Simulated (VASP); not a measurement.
# TiHg (P4/mmm) in VASP: further runs, part 2 of 2

VASP 6.6.1. The steps go on from the part before.

## (3) Single point, LDA

File INCAR:

```
SYSTEM = TiHg
  PREC = Accurate
  ENCUT = 520
  EDIFF = 1E-7
  ISMEAR = 0
  SIGMA = 0.01
  LREAL = .FALSE.
  LASPH = .TRUE.
  NELM = 80
  ALGO = Normal
  ISIF = 2
  LWAVE = .FALSE.
  LCHARG = .FALSE.
  GGA = CA
  NBANDS = 19
```

File KPOINTS:

```
regular mesh
0
G
  11 11 9
  0 0 0
```

File POSCAR:

```
TiHg
1.0
    3.0290600000      0.0000000000      0.0000000000
    0.0000000000      3.0290600000      0.0000000000
    0.0000000000      0.0000000000      3.9876540503
Ti Hg
1 1
Direct
    0.5000000000      0.5000000000      0.5000000000
    0.0000000000      0.0000000000      0.0000000000
```

Potentials or basis: VASP PAW LDA potentials, release 64 (Ti_sv, Hg).

Run with:

```
cat potpaw_LDA.64/Ti_sv/POTCAR potpaw_LDA.64/Hg/POTCAR > POTCAR
mpirun -np 1 vasp_std > vasp.out
```

OUTCAR:

```text
SYSTEM = TiHg
   PREC = Accurate
   ENCUT = 520
   EDIFF = 1E-7
   ISMEAR = 0
   LREAL = .FALSE.
   LASPH = .TRUE.
   NELM = 80
   ISIF = 2
   GGA = CA

 ion  position               nearest neighbor table
   1  0.500  0.500  0.500-   2 2.93   2 2.93   2 2.93   2 2.93   2 2.93   2 2.93   2 2.93   2 2.93

   2  0.000  0.000  0.000-   1 2.93   1 2.93   1 2.93   1 2.93   1 2.93   1 2.93   1 2.93   1 2.93

  LATTYP: Found a simple tetragonal cell.
 ALAT       =     3.0290600000
 C/A-ratio  =     1.3164658509

  Lattice vectors:

 A1 = (   3.0290600000,   0.0000000000,   0.0000000000)
 A2 = (   0.0000000000,   3.0290600000,   0.0000000000)
 A3 = (   0.0000000000,   0.0000000000,   3.9876540503)

Analysis of symmetry for initial positions (statically):
=====================================================================
 Subroutine PRICEL returns:
 Original cell was already a primitive cell.

 Routine SETGRP: Setting up the symmetry group for a
 simple tetragonal supercell.

 Subroutine GETGRP returns: Found 16 space group operations
 (whereof 16 operations were pure point group operations)
 out of a pool of 16 trial point group operations.

The static configuration has the point symmetry D_4h.

Analysis of symmetry for dynamics (positions and initial velocities):
=====================================================================
 Subroutine PRICEL returns:
 Original cell was already a primitive cell.

 Routine SETGRP: Setting up the symmetry group for a
 simple tetragonal supercell.

 Subroutine GETGRP returns: Found 16 space group operations
 (whereof 16 operations were pure point group operations)
 out of a pool of 16 trial point group operations.

The dynamic configuration has the point symmetry D_4h.

 Subroutine INISYM returns: Found 16 space group operations
 (whereof 16 operations are pure point group operations),
 and found     1 'primitive' translations

----------------------------------------------------------------------------------------

                                     Primitive cell

  volume of cell :      36.5875

  direct lattice vectors                    reciprocal lattice vectors
     3.029060000  0.000000000  0.000000000     0.330135422  0.000000000  0.000000000
     0.000000000  3.029060000  0.000000000     0.000000000  0.330135422  0.000000000
     0.000000000  0.000000000  3.987654050     0.000000000  0.000000000  0.250774011

  length of vectors
     3.029060000  3.029060000  3.987654050     0.330135422  0.330135422  0.250774011

  position of ions in fractional coordinates (direct lattice)
     0.500000000  0.500000000  0.500000000
     0.000000000  0.000000000  0.000000000

  ion indices of the primitive-cell ions
   primitive index   ion index
                 1           1
                 2           2

----------------------------------------------------------------------------------------

 KPOINTS: regular mesh

Automatic generation of k-mesh.
 Grid dimensions read from file:
 generate k-points for:   11   11    9

 Generating k-lattice:

  Cartesian coordinates                     Fractional coordinates (reciprocal lattice)
     0.030012311  0.000000000  0.000000000     0.090909091  0.000000000  0.000000000
     0.000000000  0.030012311  0.000000000     0.000000000  0.090909091  0.000000000
     0.000000000  0.000000000  0.027863779     0.000000000  0.000000000  0.111111111

  Length of vectors
     0.030012311  0.030012311  0.027863779

  Shift w.r.t. Gamma in fractional coordinates (k-lattice)
     0.000000000  0.000000000  0.000000000

 Subroutine IBZKPT returns following result:
 ===========================================

 Found    105 irreducible k-points:

 Following reciprocal coordinates:
            Coordinates               Weight
  0.000000  0.000000  0.000000      1.000000
  0.090909  0.000000  0.000000      4.000000
  0.181818  0.000000  0.000000      4.000000
  0.272727  0.000000  0.000000      4.000000
  0.363636  0.000000  0.000000      4.000000
  0.454545  0.000000  0.000000      4.000000
[... 16 lines left out ...]
  0.090909  0.000000  0.111111      8.000000
  0.181818  0.000000  0.111111      8.000000
 [... further k-points ...]
   k-points           NKPTS =    105   k-points in BZ     NKDIM =    105   number of bands    NBANDS=     19
   number of dos      NEDOS =    301   number of ions     NIONS =      2
   total plane-waves  NPLWV =  17280
   dimension x,y,z NGX =    24 NGY =   24 NGZ =   30
   dimension x,y,z NGXF=    48 NGYF=   48 NGZF=   60
   ions per type =               1   1
   NGX,Y,Z   is equivalent  to a cutoff of  13.17, 13.17, 12.51 a.u.
   NGXF,Y,Z  is equivalent  to a cutoff of  26.34, 26.34, 25.01 a.u.
 SYSTEM =  TiHg
   PREC   = accura    normal or accurate (medium, high low for compatibility)
   ISTART =      0    job   : 0-new  1-cont  2-samecut
   ICHARG =      2    charge: 1-file 2-atom 10-const
   ISPIN  =      1    spin polarized calculation?
   LNONCOLLINEAR =      F non collinear calculations
   LSORBIT =      F    spin-orbit coupling
   LASPH  =      T    aspherical Exc in radial PAW
   ENCUT  =  520.0 eV  38.22 Ry    6.18 a.u.   5.63  5.63  7.41*2*pi/ulx,y,z
   NELM   =     80;   NELMIN=  2; NELMDL= -5     # of ELM steps
   EDIFF  = 0.1E-06   stopping-criterion for ELM
   LREAL  =      F    real-space projection
   EDIFFG = 0.1E-05   stopping-criterion for IOM
   NSW    =      0    number of steps for IOM
   IBRION =     -1    ionic relax: 0-MD 1-quasi-New 2-CG
   NFREE  =      0    steps in history (QN), initial steepest desc. (CG)
   ISIF   =      2    stress and relaxation
   ISYM   =      2    0-nonsym 1-usesym 2-fastsym
   POTIM  = 0.5000    time-step for ionic-motion
   TEBEG  =    0.0;   TEEND  =   0.0 temperature during run
   PSTRESS=    0.0 pullay stress
   NELECT =      24.0000    total number of electrons
   NUPDOWN=      -1.0000    fix difference up-down
   EMIN   =  10.00;   EMAX   =-10.00  energy-range for DOS
   EFERMI =   0.00;   METHOD = LEGACY
   ISMEAR =     0;   SIGMA  =   0.01  broadening in eV -4-tet -1-fermi 0-gaus
   EFERMI_NEDOS =   21; number of points for ismear=-14 and -15
   IALGO  =     38    algorithm
   IMIX   =      4    mixing-type and parameters
     AMIX     =   0.40;   BMIX     =  1.00
     AMIX_MAG =   1.60;   BMIX_MAG =  1.00
  volume/ion in A,a.u.               =      18.29       123.45
  Fermi-wavevector in a.u.,A,eV,Ry     =   1.422441  2.688023 27.529178  2.023338
  Thomas-Fermi vector in A             =   2.543144
   LORBIT       =      0    0 simple, 1 ext, 2 COOP (PROOUT), +10 PAW based schemes
   GGA     = CA    functional components
   LHFCALC =     F    Hartree Fock is set to
   AEXX    =    0.0000 exact exchange contribution
   IVDW    =     0    specifies the selected vdW correction
   LEPSILON=     F    determine dielectric tensor
   LRPA    =     F    only Hartree local field effects (RPA)
 non-spin polarized calculation
 Gauss-broadening in eV      SIGMA  =   0.01
  energy-cutoff  :      520.00
  volume of cell :       36.59
 maximum number of plane-waves:      1007
 NGX is ok and might be reduce to    24
   NGX = 11   NGY = 11   NGZ = 15

 number of electron      24.0000002 magnetization

 Free energy of the ion-electron system (eV)
  ---------------------------------------------------
  ext. energy  EPLUGINS =         0.00000000
  ---------------------------------------------------
  free energy    TOTEN  =        -9.80214830 eV

  energy without entropy =       -9.80199345  energy(sigma->0) =       -9.80207087

 E-fermi :   6.2269     XC(G=0): -12.0731

 val. band max:        6.2199807506   @ k =   0.1818   0.0909   0.0000
 cond. band min:       6.2283192472   @ k =   0.4545   0.4545   0.0000
 fundamental gap:      0.0083384965
 Fermi energy:         6.2269364981

 k-point     1 :       0.0000    0.0000    0.0000
  band No.  band energies     occupation
      1     -50.1558      2.00000
      2     -26.9280      2.00000
      3     -26.5974      2.00000
      4     -26.5974      2.00000
      5      -3.1320      2.00000
      6      -2.3136      2.00000
[... 11 lines left out ...]
     18      14.6656      0.00000
     19      14.6656      0.00000

 k-point     2 :       0.0909    0.0000    0.0000
  band No.  band energies     occupation
      1     -50.1537      2.00000
      2     -26.9261      2.00000
      3     -26.6180      2.00000
      4     -26.5957      2.00000
      5      -2.9670      2.00000
      6      -2.2357      2.00000
[... 476 lines left out ...]
 k-point    24 :       0.1818    0.0000    0.1111
  band No.  band energies     occupation
      1     -50.1479      2.00000
      2     -26.9232      2.00000
      3     -26.6729      2.00000
      4     -26.5912      2.00000
      5      -2.5345      2.00000
      6      -1.8864      2.00000
[... 11 lines left out ...]
     18      15.2501      0.00000
     19      16.1046      0.00000

 [... further k-points ...]
[... 5 lines left out ...]
  --------------------------------------------------------------------------------------
  -------------------------------------------------------------------------------------
  Total       -1.4952493     -1.4952493     -1.0306696      0.0000000     -0.0000000      0.0000000
  in kB      -65.4773300    -65.4773300    -45.1332738      0.0000000     -0.0000000      0.0000000
  external PRESSURE =     -58.6959780 kB  Pullay stress =       0.0000000 kB

 VOLUME and BASIS-vectors are now :
 -----------------------------------------------------------------------------
  energy-cutoff  :      520.00
  volume of cell :       36.59
      direct lattice vectors                 reciprocal lattice vectors
     3.029060000  0.000000000  0.000000000     0.330135422  0.000000000  0.000000000
     0.000000000  3.029060000  0.000000000     0.000000000  0.330135422  0.000000000
     0.000000000  0.000000000  3.987654050     0.000000000  0.000000000  0.250774011

 POSITION                                       TOTAL-FORCE (eV/Angst)
 -----------------------------------------------------------------------------------
      1.51453      1.51453      1.99383         0.000000      0.000000      0.000000
      0.00000      0.00000      0.00000         0.000000      0.000000      0.000000
 -----------------------------------------------------------------------------------
    total drift:                                0.000000      0.000000     -0.000000

  FREE ENERGIE OF THE ION-ELECTRON SYSTEM (eV)
  ---------------------------------------------------
  free  energy   TOTEN  =        -9.8021482985 eV

  energy  without entropy=       -9.8019934476  energy(sigma->0) =       -9.80207087
```

stdout:

```text
POSCAR found type information on POSCAR TiHg
 POSCAR found :  2 types and       2 ions
 scaLAPACK will be used
 LDA part: xc-table for (Slater(with rela. corr.)+CA(PZ))
 , standard interpolation
 POSCAR, INCAR and KPOINTS ok, starting setup
 FFT: planning ... GRIDC
 FFT: planning ... GRID_SOFT
 FFT: planning ... GRID
 WAVECAR not read
 entering main loop
```

It took 65 s on 1 thread of Intel Xeon Platinum 8259CL at 2.50GHz (Skylake/Cascade Lake), shared host; peak memory 0.19 GiB.

What came out:

```
Free energy            : -9.8021 eV
Pressure               : -5.9 GPa
Band gap on the k mesh : zero (bands 12 and 13 overlap by 1.01 eV)
```

Caveat: the cell stands under tension; spin-orbit coupling is left out, which moves the levels of the heavy elements.
